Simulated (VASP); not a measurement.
# TePb (Pm-3m) in VASP: a series of runs

TePb is run at these levels: r2SCAN; tasks: single point.

All numbers are computed with VASP 6.6.1; they aren't measurements. Logs are shortened: lines on timing, memory, paths and dates and some standing lists are left out, and cuts for length are marked.

**1. The cell of the first run**

It takes space group Pm-3m (No. 221, cubic). The conventional cell has a = 3.992 Å, b = 3.992 Å, c = 3.992 Å, α = 90.00°, β = 90.00°, γ = 90.00°. Within 4.5 Å of Te (site symmetry m-3m) lie 8 Pb at 3.46 Å and 6 Te at 3.99 Å. Within 4.5 Å of Pb (site symmetry m-3m) lie 8 Te at 3.46 Å and 6 Pb at 3.99 Å.

**2. Single point, r2SCAN**

Input file POSCAR:

```
TePb
1.0
    3.9916071068      0.0000000000      0.0000000000
    0.0000000000      3.9916071068      0.0000000000
    0.0000000000      0.0000000000      3.9916071068
Te Pb
1 1
Direct
    0.5000000000      0.5000000000      0.5000000000
    0.0000000000      0.0000000000      0.0000000000
```

Input file INCAR.step1:

```
SYSTEM = TePb
  PREC = Accurate
  ENCUT = 520
  ISMEAR = 0
  SIGMA = 0.05
  LREAL = .False.
  LASPH = .True.
  NELM = 80
  NBANDS = 17
  GGA = PE
  ALGO = Normal
  EDIFF = 1E-4
  LWAVE = .True.
  LCHARG = .False.
```

Input file INCAR.step2:

```
SYSTEM = TePb
  PREC = Accurate
  ENCUT = 520
  EDIFF = 1E-7
  ISMEAR = 0
  SIGMA = 0.05
  LREAL = .False.
  LASPH = .True.
  NELM = 80
  ALGO = Normal
  ISIF = 2
  LWAVE = .False.
  LCHARG = .False.
  METAGGA = R2SCAN
  LMIXTAU = .True.
  NBANDS = 17
  ISTART = 1
```

Input file KPOINTS:

```
Automatic mesh
0
Gamma
  8 8 8
  0 0 0
```

Potentials or basis: VASP PAW PBE potentials, release 64 (Te, Pb_d).

On the command line:

```sh
$ cat potpaw_PBE.64/Te/POTCAR potpaw_PBE.64/Pb_d/POTCAR > POTCAR
$ cp INCAR.step1 INCAR
$ mpirun -np 1 vasp_std > vasp.out
$ cp INCAR.step2 INCAR
$ mpirun -np 1 vasp_std > vasp.out
```

OUTCAR:

```text
SYSTEM = TePb
   PREC = Accurate
   ENCUT = 520
   EDIFF = 1E-7
   ISMEAR = 0
   LREAL = .False.
   LASPH = .True.
   NELM = 80
   ISIF = 2
   METAGGA = R2SCAN
   ISTART = 1

 ion  position               nearest neighbor table
   1  0.500  0.500  0.500-   2 3.46   2 3.46   2 3.46   2 3.46   2 3.46   2 3.46   2 3.46   2 3.46

   2  0.000  0.000  0.000-   1 3.46   1 3.46   1 3.46   1 3.46   1 3.46   1 3.46   1 3.46   1 3.46

  LATTYP: Found a simple cubic cell.
 ALAT       =     3.9916071068

  Lattice vectors:

 A1 = (   3.9916071068,   0.0000000000,   0.0000000000)
 A2 = (   0.0000000000,   3.9916071068,   0.0000000000)
 A3 = (   0.0000000000,   0.0000000000,   3.9916071068)

Analysis of symmetry for initial positions (statically):
=====================================================================
 Subroutine PRICEL returns:
 Original cell was already a primitive cell.

 Routine SETGRP: Setting up the symmetry group for a
 simple cubic supercell.

 Subroutine GETGRP returns: Found 48 space group operations
 (whereof 48 operations were pure point group operations)
 out of a pool of 48 trial point group operations.

The static configuration has the point symmetry O_h .

Analysis of symmetry for dynamics (positions and initial velocities):
=====================================================================
 Subroutine PRICEL returns:
 Original cell was already a primitive cell.

 Routine SETGRP: Setting up the symmetry group for a
 simple cubic supercell.

 Subroutine GETGRP returns: Found 48 space group operations
 (whereof 48 operations were pure point group operations)
 out of a pool of 48 trial point group operations.

The dynamic configuration has the point symmetry O_h .

 Subroutine INISYM returns: Found 48 space group operations
 (whereof 48 operations are pure point group operations),
 and found     1 'primitive' translations

----------------------------------------------------------------------------------------

                                     Primitive cell

  volume of cell :      63.5980

  direct lattice vectors                    reciprocal lattice vectors
     3.991607107  0.000000000  0.000000000     0.250525659  0.000000000  0.000000000
     0.000000000  3.991607107  0.000000000     0.000000000  0.250525659  0.000000000
     0.000000000  0.000000000  3.991607107     0.000000000  0.000000000  0.250525659

  length of vectors
     3.991607107  3.991607107  3.991607107     0.250525659  0.250525659  0.250525659

  position of ions in fractional coordinates (direct lattice)
     0.500000000  0.500000000  0.500000000
     0.000000000  0.000000000  0.000000000

  ion indices of the primitive-cell ions
   primitive index   ion index
                 1           1
                 2           2

----------------------------------------------------------------------------------------

 KPOINTS: Automatic mesh

Automatic generation of k-mesh.
 Grid dimensions read from file:
 generate k-points for:    8    8    8

 Generating k-lattice:

  Cartesian coordinates                     Fractional coordinates (reciprocal lattice)
     0.031315707  0.000000000  0.000000000     0.125000000  0.000000000  0.000000000
     0.000000000  0.031315707  0.000000000     0.000000000  0.125000000  0.000000000
     0.000000000  0.000000000  0.031315707     0.000000000  0.000000000  0.125000000

  Length of vectors
     0.031315707  0.031315707  0.031315707

  Shift w.r.t. Gamma in fractional coordinates (k-lattice)
     0.000000000  0.000000000  0.000000000

 Subroutine IBZKPT returns following result:
 ===========================================

 Found     35 irreducible k-points:

 Following reciprocal coordinates:
            Coordinates               Weight
  0.000000  0.000000  0.000000      1.000000
  0.125000  0.000000  0.000000      6.000000
  0.250000  0.000000  0.000000      6.000000
  0.375000  0.000000  0.000000      6.000000
  0.500000  0.000000  0.000000      3.000000
  0.125000  0.125000  0.000000     12.000000
[... 16 lines left out ...]
  0.375000  0.375000  0.125000     24.000000
  0.500000  0.375000  0.125000     24.000000
 [... further k-points ...]
   k-points           NKPTS =     35   k-points in BZ     NKDIM =     35   number of bands    NBANDS=     17
   number of dos      NEDOS =    301   number of ions     NIONS =      2
   total plane-waves  NPLWV =  27000
   dimension x,y,z NGX =    30 NGY =   30 NGZ =   30
   dimension x,y,z NGXF=    60 NGYF=   60 NGZF=   60
   ions per type =               1   1
   NGX,Y,Z   is equivalent  to a cutoff of  12.49, 12.49, 12.49 a.u.
   NGXF,Y,Z  is equivalent  to a cutoff of  24.99, 24.99, 24.99 a.u.
 SYSTEM =  TePb
   PREC   = accura    normal or accurate (medium, high low for compatibility)
   ISTART =      1    job   : 0-new  1-cont  2-samecut
   ICHARG =      0    charge: 1-file 2-atom 10-const
   ISPIN  =      1    spin polarized calculation?
   LNONCOLLINEAR =      F non collinear calculations
   LSORBIT =      F    spin-orbit coupling
   LASPH  =      T    aspherical Exc in radial PAW
   ENCUT  =  520.0 eV  38.22 Ry    6.18 a.u.   7.42  7.42  7.42*2*pi/ulx,y,z
   NELM   =     80;   NELMIN=  2; NELMDL=  0     # of ELM steps
   EDIFF  = 0.1E-06   stopping-criterion for ELM
   LREAL  =      F    real-space projection
   EDIFFG = 0.1E-05   stopping-criterion for IOM
   NSW    =      0    number of steps for IOM
   IBRION =     -1    ionic relax: 0-MD 1-quasi-New 2-CG
   NFREE  =      0    steps in history (QN), initial steepest desc. (CG)
   ISIF   =      2    stress and relaxation
   ISYM   =      2    0-nonsym 1-usesym 2-fastsym
   POTIM  = 0.5000    time-step for ionic-motion
   TEBEG  =    0.0;   TEEND  =   0.0 temperature during run
   PSTRESS=    0.0 pullay stress
   NELECT =      20.0000    total number of electrons
   NUPDOWN=      -1.0000    fix difference up-down
   EMIN   =  10.00;   EMAX   =-10.00  energy-range for DOS
   EFERMI =   0.00;   METHOD = LEGACY
   ISMEAR =     0;   SIGMA  =   0.05  broadening in eV -4-tet -1-fermi 0-gaus
   EFERMI_NEDOS =   21; number of points for ismear=-14 and -15
   IALGO  =     38    algorithm
   IMIX   =      4    mixing-type and parameters
     AMIX     =   0.40;   BMIX     =  1.00
     AMIX_MAG =   1.60;   BMIX_MAG =  1.00
  volume/ion in A,a.u.               =      31.80       214.59
  Fermi-wavevector in a.u.,A,eV,Ry     =   1.113278  2.103791 16.862903  1.239388
  Thomas-Fermi vector in A             =   2.249861
   LORBIT       =      0    0 simple, 1 ext, 2 COOP (PROOUT), +10 PAW based schemes
   METAGGA = R2SCAN    functional components
   LHFCALC =     F    Hartree Fock is set to
   AEXX    =    0.0000 exact exchange contribution
   IVDW    =     0    specifies the selected vdW correction
   LEPSILON=     F    determine dielectric tensor
   LRPA    =     F    only Hartree local field effects (RPA)
 non-spin polarized calculation
 Gauss-broadening in eV      SIGMA  =   0.05
  energy-cutoff  :      520.00
  volume of cell :       63.60
 maximum number of plane-waves:      1747
 NGX is ok and might be reduce to    30
   NGX = 15   NGY = 15   NGZ = 15

 number of electron      20.0000007 magnetization

 Free energy of the ion-electron system (eV)
  ---------------------------------------------------
  ext. energy  EPLUGINS =         0.00000000
  ---------------------------------------------------
  free energy    TOTEN  =       -82.15518168 eV

  energy without entropy =      -82.15357439  energy(sigma->0) =      -82.15437804

 E-fermi :   6.3374     XC(G=0): -10.2120

 val. band max:        6.2822682173   @ k =   0.2500   0.1250   0.1250
 cond. band min:       6.3413697739   @ k =   0.5000   0.2500   0.0000
 fundamental gap:      0.0591015566
 Fermi energy:         6.3373871223

 k-point     1 :       0.0000    0.0000    0.0000
  band No.  band energies     occupation
      1     -11.4996      2.00000
      2     -11.4996      2.00000
      3     -11.4127      2.00000
      4     -11.4127      2.00000
      5     -11.4127      2.00000
      6      -6.2967      2.00000
[... 9 lines left out ...]
     16      17.3912      0.00000
     17      17.8950      0.00000

 k-point     2 :       0.1250    0.0000    0.0000
  band No.  band energies     occupation
      1     -11.4991      2.00000
      2     -11.4892      2.00000
      3     -11.4167      2.00000
      4     -11.4167      2.00000
      5     -11.4124      2.00000
      6      -6.1646      2.00000
[... 9 lines left out ...]
     16      17.4096      0.00000
     17      17.4254      0.00000

 k-point     3 :       0.2500    0.0000    0.0000
  band No.  band energies     occupation
      1     -11.4978      2.00000
      2     -11.4643      2.00000
      3     -11.4261      2.00000
      4     -11.4261      2.00000
      5     -11.4117      2.00000
      6      -5.7827      2.00000
[... 9 lines left out ...]
     16      15.7697      0.00000
     17      17.4838      0.00000

 k-point     4 :       0.3750    0.0000    0.0000
  band No.  band energies     occupation
      1     -11.4965      2.00000
      2     -11.4394      2.00000
      3     -11.4356      2.00000
      4     -11.4356      2.00000
      5     -11.4110      2.00000
      6      -5.2265      2.00000
[... 9 lines left out ...]
     16      16.4442      0.00000
     17      18.1395      0.00000

 k-point     5 :       0.5000    0.0000    0.0000
  band No.  band energies     occupation
      1     -11.4959      2.00000
      2     -11.4394      2.00000
      3     -11.4394      2.00000
      4     -11.4291      2.00000
      5     -11.4107      2.00000
      6      -4.8550      2.00000
[... 9 lines left out ...]
     16      18.3332      0.00000
     17      18.9583      0.00000

 k-point     6 :       0.1250    0.1250    0.0000
  band No.  band energies     occupation
      1     -11.4937      2.00000
      2     -11.4836      2.00000
      3     -11.4211      2.00000
      4     -11.4168      2.00000
      5     -11.4158      2.00000
      6      -6.0336      2.00000
[... 9 lines left out ...]
     16      16.2703      0.00000
     17      16.5785      0.00000

 k-point     7 :       0.2500    0.1250    0.0000
  band No.  band energies     occupation
      1     -11.4906      2.00000
      2     -11.4603      2.00000
      3     -11.4318      2.00000
      4     -11.4256      2.00000
      5     -11.4153      2.00000
      6      -5.6564      2.00000
[... 9 lines left out ...]
     16      15.7061      0.00000
     17      16.2617      0.00000

 k-point     8 :       0.3750    0.1250    0.0000
  band No.  band energies     occupation
      1     -11.4890      2.00000
      2     -11.4424      2.00000
      3     -11.4355      2.00000
      4     -11.4348      2.00000
      5     -11.4144      2.00000
      6      -5.1128      2.00000
[... 9 lines left out ...]
     16      16.5407      0.00000
     17      16.5890      0.00000
[... 203 lines left out ...]
      1     -11.4802      2.00000
      2     -11.4475      2.00000
      3     -11.4437      2.00000
      4     -11.4223      2.00000
      5     -11.4175      2.00000
      6      -4.6648      2.00000
[... 9 lines left out ...]
     16      15.7540      0.00000
     17      15.8248      0.00000

 k-point    20 :       0.2500    0.2500    0.1250
  band No.  band energies     occupation
      1     -11.4690      2.00000
      2     -11.4445      2.00000
      3     -11.4439      2.00000
      4     -11.4301      2.00000
      5     -11.4275      2.00000
      6      -5.1826      2.00000
[... 9 lines left out ...]
     16      15.8207      0.00000
     17      16.3526      0.00000

 k-point    21 :       0.3750    0.2500    0.1250
  band No.  band energies     occupation
      1     -11.4647      2.00000
      2     -11.4574      2.00000
      3     -11.4384      2.00000
      4     -11.4272      2.00000
      5     -11.4210      2.00000
      6      -4.7036      2.00000
[... 9 lines left out ...]
     16      15.4845      0.00000
     17      16.7581      0.00000

 k-point    22 :       0.5000    0.2500    0.1250
  band No.  band energies     occupation
      1     -11.4637      2.00000
      2     -11.4628      2.00000
      3     -11.4423      2.00000
      4     -11.4264      2.00000
      5     -11.4110      2.00000
      6      -4.4203      2.00000
[... 9 lines left out ...]
     16      15.3037      0.00000
     17      16.8628      0.00000

 k-point    23 :       0.3750    0.3750    0.1250
  band No.  band energies     occupation
      1     -11.4727      2.00000
      2     -11.4553      2.00000
      3     -11.4366      2.00000
      4     -11.4354      2.00000
      5     -11.4032      2.00000
      6      -4.3294      2.00000
[... 9 lines left out ...]
     16      15.7035      0.00000
     17      16.9200      0.00000

 k-point    24 :       0.5000    0.3750    0.1250
  band No.  band energies     occupation
      1     -11.4790      2.00000
      2     -11.4529      2.00000
      3     -11.4397      2.00000
      4     -11.4350      2.00000
      5     -11.3943      2.00000
      6      -4.1375      2.00000
[... 9 lines left out ...]
     16      15.8904      0.00000
     17      16.6733      0.00000

 [... further k-points ...]

------------------------ aborting loop because EDIFF is reached ----------------------------------------

  FORCE on cell =-STRESS in cart. coord.  units (eV):
  Direction    XX          YY          ZZ          XY          YZ          ZX
  --------------------------------------------------------------------------------------
  -------------------------------------------------------------------------------------
  Total        0.0001260      0.0001260      0.0001260      0.0000000      0.0000000     -0.0000000
  in kB        0.0031733      0.0031733      0.0031733      0.0000000      0.0000000     -0.0000000
  external PRESSURE =       0.0031733 kB  Pullay stress =       0.0000000 kB

 VOLUME and BASIS-vectors are now :
 -----------------------------------------------------------------------------
  energy-cutoff  :      520.00
  volume of cell :       63.60
      direct lattice vectors                 reciprocal lattice vectors
     3.991607107  0.000000000  0.000000000     0.250525659  0.000000000  0.000000000
     0.000000000  3.991607107  0.000000000     0.000000000  0.250525659  0.000000000
     0.000000000  0.000000000  3.991607107     0.000000000  0.000000000  0.250525659

 POSITION                                       TOTAL-FORCE (eV/Angst)
 -----------------------------------------------------------------------------------
      1.99580      1.99580      1.99580         0.000000      0.000000      0.000000
      0.00000      0.00000      0.00000         0.000000      0.000000      0.000000
 -----------------------------------------------------------------------------------
    total drift:                                0.000000     -0.000000     -0.000000

  FREE ENERGIE OF THE ION-ELECTRON SYSTEM (eV)
  ---------------------------------------------------
  free  energy   TOTEN  =       -82.1551816815 eV

  energy  without entropy=      -82.1535743913  energy(sigma->0) =      -82.15437804
```

Wall time 55 s (1 thread of Intel Xeon 6975P-C (Granite Rapids), shared host); peak memory 0.19 GiB.

Results:

```yaml
Free_energy: -82.1552 eV
Pressure: 0.0 GPa
Band_gap_on_the_k_mesh: zero (band 10 reaches 6.55 eV, above the bottom of band 11 at 5.43 eV)
```

Caveat: the PAW data sets were made with another functional, which shifts forces and pressure a little; spin-orbit coupling is left out, which moves the levels of the heavy elements.

**3. Single point, r2SCAN**

This run uses another cell than the first one, of 31.93 Å³/atom, 1.004 times its volume.

Input file POSCAR:

```
TePb
1.0
    3.9969434863      0.0000000000      0.0000000000
    0.0000000000      3.9969434863      0.0000000000
    0.0000000000      0.0000000000      3.9969434863
Te Pb
1 1
Direct
    0.5000000000      0.5000000000      0.5000000000
    0.0000000000      0.0000000000      0.0000000000
```

Input file INCAR.step1:

```
PREC     = Accurate       # precision mode
ENCUT    = 520            # plane-wave cutoff, eV
ISMEAR   = 0              # smearing method
SIGMA    = 0.05           # smearing width, eV
LREAL    = False          # projectors in reciprocal space
LASPH    = True           # aspherical terms in the spheres
NELM     = 100            # most SCF steps
NBANDS   = 17             # bands
GGA      = PE             # functional
ALGO     = Normal         # electronic algorithm
EDIFF    = 1E-4           # SCF threshold, eV
LWAVE    = True           # write WAVECAR
LCHARG   = False          # write CHGCAR
```

Input file INCAR.step2:

```
PREC     = Accurate       # precision mode
ENCUT    = 520            # plane-wave cutoff, eV
EDIFF    = 1E-6           # SCF threshold, eV
ISMEAR   = 0              # smearing method
SIGMA    = 0.05           # smearing width, eV
LREAL    = False          # projectors in reciprocal space
LASPH    = True           # aspherical terms in the spheres
NELM     = 100            # most SCF steps
ALGO     = Normal         # electronic algorithm
ISIF     = 2              # what is computed and relaxed
LWAVE    = False          # write WAVECAR
LCHARG   = False          # write CHGCAR
METAGGA  = R2SCAN         # meta-GGA
LMIXTAU  = True         
NBANDS   = 17             # bands
ISTART   = 1
```

Input file KPOINTS:

```
Automatic mesh
0
Gamma
  8 8 8
```

Potentials or basis: VASP PAW PBE potentials, release 64 (Te, Pb_d).

On the command line:

```sh
$ cat potpaw_PBE.64/Te/POTCAR potpaw_PBE.64/Pb_d/POTCAR > POTCAR
$ cp INCAR.step1 INCAR
$ mpirun -np 1 vasp_std > vasp.out
$ cp INCAR.step2 INCAR
$ mpirun -np 1 vasp_std > vasp.out
```

Wall time 46 s (1 thread of Intel Xeon 6975P-C (Granite Rapids), shared host); peak memory 0.19 GiB.

It converged, with:

| Property | Result |
| --- | --- |
| Free energy | -82.1551 eV |
| Pressure | -0.2 GPa |
| Band gap on the k mesh | zero (band 10 reaches 6.50 eV, above the bottom of band 11 at 5.40 eV) |

Levels at points of the mesh, in eV from the Fermi level:
```
           k point  band 6  band 7  band 8  band 9  band 10  band 11  band 12  band 13  band 14  band 15
(0.00, 0.00, 0.00)  -12.61   -6.86   -1.65   -1.65    -1.65     4.50     4.50     5.59     5.59     5.59
(0.50, 0.00, 0.00)  -11.17   -9.36   -0.76   -0.18    -0.18     0.54     2.51     2.51     5.87     7.46
(0.50, 0.50, 0.00)  -10.39   -8.17   -4.51   -4.51     0.21     3.73     4.05     4.05     6.68     7.42
(0.50, 0.50, 0.50)   -9.98   -7.41   -2.56   -2.56    -2.56    -0.89    -0.89    -0.89    14.73    14.73
```

Caveat: the PAW data sets were made with another functional, which shifts forces and pressure a little; spin-orbit coupling is left out, which moves the levels of the heavy elements.

(Part 1 of 3 ends here.)
